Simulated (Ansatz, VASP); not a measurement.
**Se2Br: VASP beside Ansatz**

```
Se Br
1.0
     7.28095    0.00000    0.00000
    -3.46340    6.26361    0.00000
    -0.23165   -2.27123    6.92747
Se Br
8 4
Direct
  0.36000 0.48750 0.22280
  0.64000 0.51250 0.77720
  0.36200 0.98300 0.22200
  0.63800 0.01700 0.77800
  0.12210 0.98930 0.70890
  0.87790 0.01070 0.29110
  0.12210 0.48930 0.70890
  0.87790 0.51070 0.29110
  0.30200 0.30380 0.49370
  0.69800 0.69620 0.50630
  0.30270 0.74740 0.49430
  0.69730 0.25260 0.50570
```

Alike in both runs: task single point; functional r2SCAN; k mesh 3 × 3 × 3; no spin polarisation.

|  | VASP | Ansatz |
| --- | --- | --- |
| version | VASP 6.6.1 | Ansatz 0.2.0 |
| potentials or method | VASP PAW PBE potentials, release 64 (Se, Br), cutoff 520 eV | PAW plane waves |
| occupations | fermi-dirac, width 0.1 eV | fermi-dirac |
| valence electrons in the cell | 76 | 156 |

|  | VASP | Ansatz | Ansatz less VASP |
| --- | --- | --- | --- |
| pressure (GPa) | 5.8 | 5.8 | +0.02 |
| rms of the force components (eV/Å) | 1.006 | 1.006 | -0.0001 |

VASP's potentials were made for PBE, not for r2SCAN. VASP's potentials hold 76 valence electrons a cell and Ansatz's 156, so a difference there can come from the potentials and not from the codes.
